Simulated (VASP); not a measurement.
A run of VASP 6.6.1:

POSCAR

```
Cs3Al
1.0
    5.2893095062      0.0000000000      0.0000000000
    0.0000000000      5.2893095062      0.0000000000
    0.0000000000      0.0000000000      5.2893095062
Cs Al
3 1
Direct
    0.0000000000      0.5000000000      0.5000000000
    0.5000000000      0.0000000000      0.5000000000
    0.5000000000      0.5000000000      0.0000000000
    0.0000000000      0.0000000000      0.0000000000
```

File INCAR.step1:

```
SYSTEM = Cs3Al
ALGO = Normal
EDIFF = 1E-4
ENCUT = 600
GGA = PE
ISMEAR = 0
LASPH = .True.
LCHARG = .False.
LREAL = .False.
LWAVE = .True.
NELM = 80
PREC = Accurate
SIGMA = 0.1
```

Contents of INCAR.step2:

```
SYSTEM = Cs3Al
ALGO = Normal
EDIFF = 1E-6
EDIFFG = -0.04
ENCUT = 600
IBRION = 2
ISIF = 3
ISMEAR = 0
ISTART = 1
LASPH = .True.
LCHARG = .False.
LMIXTAU = .True.
LREAL = .False.
LWAVE = .False.
METAGGA = R2SCAN
NELM = 80
NSW = 90
PREC = Accurate
SIGMA = 0.1
```

The input KPOINTS:

```
k-points
0
Gamma
  4 4 4
  0 0 0
```

Potentials or basis: VASP PAW PBE potentials, release 64 (Cs_sv, Al).

Command:

```console
$ cat potpaw_PBE.64/Cs_sv/POTCAR potpaw_PBE.64/Al/POTCAR > POTCAR
$ cp INCAR.step1 INCAR
$ mpirun -np 1 vasp_std > vasp.out
$ cp INCAR.step2 INCAR
$ mpirun -np 1 vasp_std > vasp.out
```

Hardware: 1 thread of Oxide Virtual Turin-like Processor (shared host).

**Question.** How long does it take, and how much memory?

**Answer.** Run time: 20 min on 1 thread of Oxide Virtual Turin-like Processor, on a shared host, peak memory 0.27 GiB. Counts: k points 10, ion steps 6.
